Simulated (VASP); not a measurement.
# MgC2 (Fm-3m) in VASP: further runs, part 2 of 2

VASP 6.6.1. Earlier steps stand in the parts before.

## (3) Relaxation of cell and atoms, PBE

This run uses another cell than the first one, of 11.99 Å³/atom.

Input file INCAR:

```
PREC = Accurate ; ENCUT = 600
EDIFF = 1E-7 ; ISMEAR = -1
SIGMA = 0.01 ; LREAL = F
LASPH = T ; NELM = 120
ALGO = Normal ; ISIF = 3
LWAVE = F ; LCHARG = F
GGA = PE ; IBRION = 2
NSW = 80 ; EDIFFG = -0.02
GGA_COMPAT = F ; NELMIN = 4
```

Input file KPOINTS:

```
regular mesh
0
Gamma
  7 7 7
```

Input file POSCAR:

```
MgC2
1.0
    0.0000000000      2.6200000000      2.6200000000
    2.6200000000      0.0000000000      2.6200000000
    2.6200000000      2.6200000000      0.0000000000
Mg C
1 2
Direct
    0.0000000000      0.0000000000      0.0000000000
    0.2500000000      0.2500000000      0.2500000000
    0.7500000000      0.7500000000      0.7500000000
```

Potentials or basis: VASP PAW PBE potentials, release 64 (Mg, C).

The run is started by

```sh
$ cat potpaw_PBE.64/Mg/POTCAR potpaw_PBE.64/C/POTCAR > POTCAR
$ mpirun -np 1 vasp_std > vasp.out
```

OUTCAR:

```text
PREC = Accurate
   ENCUT = 600
   EDIFF = 1E-7
   ISMEAR = -1
   LREAL = F
   LASPH = T
   NELM = 120
   ISIF = 3
   GGA = PE
   IBRION = 2
   NSW = 80
   EDIFFG = -0.02
   NELMIN = 4

 ion  position               nearest neighbor table
   1  0.000  0.000  0.000-   3 2.27   3 2.27   3 2.27   2 2.27   3 2.27   2 2.27   2 2.27   2 2.27

   2  0.250  0.250  0.250-   1 2.27   1 2.27   1 2.27   1 2.27
   3  0.750  0.750  0.750-   1 2.27   1 2.27   1 2.27   1 2.27

  LATTYP: Found a face centered cubic cell.
 ALAT       =     5.2400000000

  Lattice vectors:

 A1 = (   0.0000000000,   2.6200000000,   2.6200000000)
 A2 = (   2.6200000000,   0.0000000000,   2.6200000000)
 A3 = (   2.6200000000,   2.6200000000,   0.0000000000)

Analysis of symmetry for initial positions (statically):
=====================================================================
 Subroutine PRICEL returns:
 Original cell was already a primitive cell.

 Routine SETGRP: Setting up the symmetry group for a
 face centered cubic supercell.

 Subroutine GETGRP returns: Found 48 space group operations
 (whereof 48 operations were pure point group operations)
 out of a pool of 48 trial point group operations.

The static configuration has the point symmetry O_h .

Analysis of symmetry for dynamics (positions and initial velocities):
=====================================================================
 Subroutine PRICEL returns:
 Original cell was already a primitive cell.

 Routine SETGRP: Setting up the symmetry group for a
 face centered cubic supercell.

 Subroutine GETGRP returns: Found 48 space group operations
 (whereof 48 operations were pure point group operations)
 out of a pool of 48 trial point group operations.

The dynamic configuration has the point symmetry O_h .

 Subroutine INISYM returns: Found 48 space group operations
 (whereof 48 operations are pure point group operations),
 and found     1 'primitive' translations

----------------------------------------------------------------------------------------

                                     Primitive cell

  volume of cell :      35.9695

  direct lattice vectors                    reciprocal lattice vectors
     0.000000000  2.620000000  2.620000000    -0.190839695  0.190839695  0.190839695
     2.620000000  0.000000000  2.620000000     0.190839695 -0.190839695  0.190839695
     2.620000000  2.620000000  0.000000000     0.190839695  0.190839695 -0.190839695

  length of vectors
     3.705239533  3.705239533  3.705239533     0.330544047  0.330544047  0.330544047

  position of ions in fractional coordinates (direct lattice)
     0.000000000  0.000000000  0.000000000
     0.250000000  0.250000000  0.250000000
     0.750000000  0.750000000  0.750000000

  ion indices of the primitive-cell ions
   primitive index   ion index
                 1           1
                 2           2
                 3           3

----------------------------------------------------------------------------------------

 KPOINTS: regular mesh

Automatic generation of k-mesh.
 Grid dimensions read from file:
 generate k-points for:    7    7    7

 Generating k-lattice:

  Cartesian coordinates                     Fractional coordinates (reciprocal lattice)
    -0.027262814  0.027262814  0.027262814     0.142857143  0.000000000  0.000000000
     0.027262814 -0.027262814  0.027262814     0.000000000  0.142857143  0.000000000
     0.027262814  0.027262814 -0.027262814     0.000000000  0.000000000  0.142857143

  Length of vectors
     0.047220578  0.047220578  0.047220578

  Shift w.r.t. Gamma in fractional coordinates (k-lattice)
     0.000000000  0.000000000  0.000000000

 Subroutine IBZKPT returns following result:
 ===========================================

 Found     20 irreducible k-points:

 Following reciprocal coordinates:
            Coordinates               Weight
  0.000000  0.000000  0.000000      1.000000
  0.142857  0.000000  0.000000      8.000000
  0.285714  0.000000  0.000000      8.000000
  0.428571  0.000000  0.000000      8.000000
  0.142857  0.142857  0.000000      6.000000
  0.285714  0.142857  0.000000     24.000000
[... 12 lines left out ...]
 -0.428571  0.428571  0.142857     24.000000
 -0.285714  0.428571  0.142857     24.000000
   k-points           NKPTS =     20   k-points in BZ     NKDIM =     20   number of bands    NBANDS=      9
   number of dos      NEDOS =    301   number of ions     NIONS =      3
   total plane-waves  NPLWV =  27000
   dimension x,y,z NGX =    30 NGY =   30 NGZ =   30
   dimension x,y,z NGXF=    60 NGYF=   60 NGZF=   60
   ions per type =               1   2
   NGX,Y,Z   is equivalent  to a cutoff of  13.46, 13.46, 13.46 a.u.
   NGXF,Y,Z  is equivalent  to a cutoff of  26.92, 26.92, 26.92 a.u.
 SYSTEM =  unknown system
   PREC   = accura    normal or accurate (medium, high low for compatibility)
   ISTART =      0    job   : 0-new  1-cont  2-samecut
   ICHARG =      2    charge: 1-file 2-atom 10-const
   ISPIN  =      1    spin polarized calculation?
   LNONCOLLINEAR =      F non collinear calculations
   LSORBIT =      F    spin-orbit coupling
   LASPH  =      T    aspherical Exc in radial PAW
   ENCUT  =  600.0 eV  44.10 Ry    6.64 a.u.   7.40  7.40  7.40*2*pi/ulx,y,z
   NELM   =    120;   NELMIN=  4; NELMDL= -5     # of ELM steps
   EDIFF  = 0.1E-06   stopping-criterion for ELM
   LREAL  =      F    real-space projection
   EDIFFG = -.2E-01   stopping-criterion for IOM
   NSW    =     80    number of steps for IOM
   IBRION =      2    ionic relax: 0-MD 1-quasi-New 2-CG
   NFREE  =      1    steps in history (QN), initial steepest desc. (CG)
   ISIF   =      3    stress and relaxation
   ISYM   =      2    0-nonsym 1-usesym 2-fastsym
   POTIM  = 0.5000    time-step for ionic-motion
   TEBEG  =    0.0;   TEEND  =   0.0 temperature during run
   PSTRESS=    0.0 pullay stress
   NELECT =      10.0000    total number of electrons
   NUPDOWN=      -1.0000    fix difference up-down
   EMIN   =  10.00;   EMAX   =-10.00  energy-range for DOS
   EFERMI =   0.00;   METHOD = LEGACY
   ISMEAR =    -1;   SIGMA  =   0.01  broadening in eV -4-tet -1-fermi 0-gaus
   EFERMI_NEDOS =   21; number of points for ismear=-14 and -15
   IALGO  =     38    algorithm
   IMIX   =      4    mixing-type and parameters
     AMIX     =   0.40;   BMIX     =  1.00
     AMIX_MAG =   1.60;   BMIX_MAG =  1.00
  volume/ion in A,a.u.               =      11.99        80.91
  Fermi-wavevector in a.u.,A,eV,Ry     =   1.068473  2.019121 15.532880  1.141634
  Thomas-Fermi vector in A             =   2.204122
   LORBIT       =      0    0 simple, 1 ext, 2 COOP (PROOUT), +10 PAW based schemes
   GGA     = PE    functional components
   LHFCALC =     F    Hartree Fock is set to
   AEXX    =    0.0000 exact exchange contribution
   IVDW    =     0    specifies the selected vdW correction
   LEPSILON=     F    determine dielectric tensor
   LRPA    =     F    only Hartree local field effects (RPA)
 conjugate gradient relaxation of ions
 non-spin polarized calculation
  energy-cutoff  :      600.00
  volume of cell :       35.97
 maximum number of plane-waves:      1243
 NGX is ok and might be reduce to    30
   NGX = 15   NGY = 15   NGZ = 15

--------------------------------------- Ionic step        1  -------------------------------------------

 number of electron      10.0000000 magnetization

 Free energy of the ion-electron system (eV)
  ---------------------------------------------------
  ext. energy  EPLUGINS =         0.00000000
  ---------------------------------------------------
  free energy    TOTEN  =       -12.72624120 eV

  energy without entropy =      -12.72619704  energy(sigma->0) =      -12.72621912

------------------------ aborting loop because EDIFF is reached ----------------------------------------

  FORCE on cell =-STRESS in cart. coord.  units (eV):
  Direction    XX          YY          ZZ          XY          YZ          ZX
  --------------------------------------------------------------------------------------
  -------------------------------------------------------------------------------------
  Total       -1.5044320     -1.5044320     -1.5044320      0.0000000      0.0000000     -0.0000000
  in kB      -67.0114915    -67.0114915    -67.0114915      0.0000000      0.0000000     -0.0000000
  external PRESSURE =     -67.0114915 kB  Pullay stress =       0.0000000 kB
[... 59 lines left out ...]
  energy  without entropy=      -12.7834956228  energy(sigma->0) =      -12.78452043

--------------------------------------- Ionic step        3  -------------------------------------------

 number of electron      10.0000000 magnetization

 Free energy of the ion-electron system (eV)
  ---------------------------------------------------
  ext. energy  EPLUGINS =         0.00000000
  ---------------------------------------------------
  free energy    TOTEN  =       -12.78628467 eV

  energy without entropy =      -12.78427149  energy(sigma->0) =      -12.78527808

 E-fermi :   3.3773     XC(G=0): -10.5552

 val. band max:        3.3680007078   @ k =   0.4286   0.0000   0.0000
 cond. band min:       3.3828145554   @ k =  -0.2857   0.1429   0.0000
 fundamental gap:      0.0148138477
 Fermi energy:         3.3772701058

 k-point     1 :       0.0000    0.0000    0.0000
  band No.  band energies     occupation
      1      -9.5194      2.00000
      2      -1.5587      2.00000
      3       1.9788      2.00000
      4       1.9788      2.00000
      5       1.9788      2.00000
      6       6.0144      0.00000
      7       6.0144      0.00000
      8       6.0144      0.00000
      9      13.1839      0.00000
[... 256 lines left out ...]
  FREE ENERGIE OF THE ION-ELECTRON SYSTEM (eV)
  ---------------------------------------------------
  free  energy   TOTEN  =       -12.7862846685 eV

  energy  without entropy=      -12.7842714903  energy(sigma->0) =      -12.78527808

 reached required accuracy - stopping structural energy minimisation
```

OSZICAR:

```text
N       E                     dE             d eps       ncg     rms          rms(c)
DAV:   1     0.242164784844E+02    0.24216E+02   -0.49551E+03   360   0.103E+03
DAV:   2    -0.116217072544E+02   -0.35838E+02   -0.35363E+02   606   0.142E+02
DAV:   3    -0.128001081622E+02   -0.11784E+01   -0.11055E+01   401   0.268E+01
[... 21 lines left out ...]
DAV:   2    -0.127864443151E+02    0.78210E-03   -0.14546E-03   370   0.283E-01    0.777E-02
DAV:   3    -0.127862879262E+02    0.15639E-03   -0.61536E-04   373   0.164E-01    0.118E-02
DAV:   4    -0.127862850137E+02    0.29124E-05   -0.57658E-06   366   0.214E-02    0.529E-03
DAV:   5    -0.127862846481E+02    0.36568E-06   -0.31602E-07   386   0.564E-03    0.109E-03
DAV:   6    -0.127862846685E+02   -0.20485E-07   -0.83545E-09   183   0.807E-04
   3 F= -.12786285E+02 E0= -.12785278E+02  d E =-.600435E-01
```

CONTCAR:

```text
MgC2
   1.00000000000000
     0.0000000000000000    2.5493651350060200    2.5493651350060200
     2.5493651350060200    0.0000000000000000    2.5493651350060200
     2.5493651350060200    2.5493651350060200   -0.0000000000000000
  Mg              C
     1     2
Direct
     0.0000000000000000    0.0000000000000000    0.0000000000000000
     0.2500000000000000    0.2500000000000000    0.2500000000000000
     0.7500000000000000    0.7500000000000000    0.7500000000000000

  0.00000000E+00  0.00000000E+00  0.00000000E+00
  0.00000000E+00  0.00000000E+00  0.00000000E+00
  0.00000000E+00  0.00000000E+00  0.00000000E+00
```

It took 33 s on 1 thread of Intel Xeon 8259CL, shared host; peak memory 0.18 GiB.

Results:

- Free energy: -12.7863 eV
- Relaxed volume: 11.05 Å³/atom
- Relaxed cell: a = 3.605 Å, b = 3.605 Å, c = 3.605 Å, α = 60.00°, β = 60.00°, γ = 60.00°
- Space group after relaxing (to 0.1 Å): Fm-3m (No. 225)
- Energy gained by relaxing: 20.0 meV/atom
- Ionic steps: 3
- Pressure after relaxing: -0.1 GPa
- Band gap on the k mesh: 0.01 eV

The path:
```tsv
step	energy change (eV)	largest force (eV/Å)	pressure (GPa)	volume (Å³)
1	0.0000	0.0000	-6.70	35.97
2	-0.0593	0.0000	-0.71	33.42
3	-0.0600	0.0000	-0.14	33.14
```

Final structure:
```
Mg C
1.0
     0.00000    2.54937    2.54937
     2.54937    0.00000    2.54937
     2.54937    2.54937    0.00000
Mg C
1 2
Direct
  0.00000 0.00000 0.00000
  0.25000 0.25000 0.25000
  0.75000 0.75000 0.75000
```

Levels at points of the mesh, in eV from the valence-band top:
| k point | band 2 | band 3 | band 4 | band 5 | band 6 | band 7 | band 8 | band 9 |
| --- | --- | --- | --- | --- | --- | --- | --- | --- |
| (0.00, 0.00, 0.00) | -4.93 | -1.39 | -1.39 | -1.39 | 2.65 | 2.65 | 2.65 | 9.82 |

Caveat: semilocal functionals underestimate gaps, and a narrow one can read as zero; an odd mesh through Γ misses points on the zone boundary, where band edges can lie.
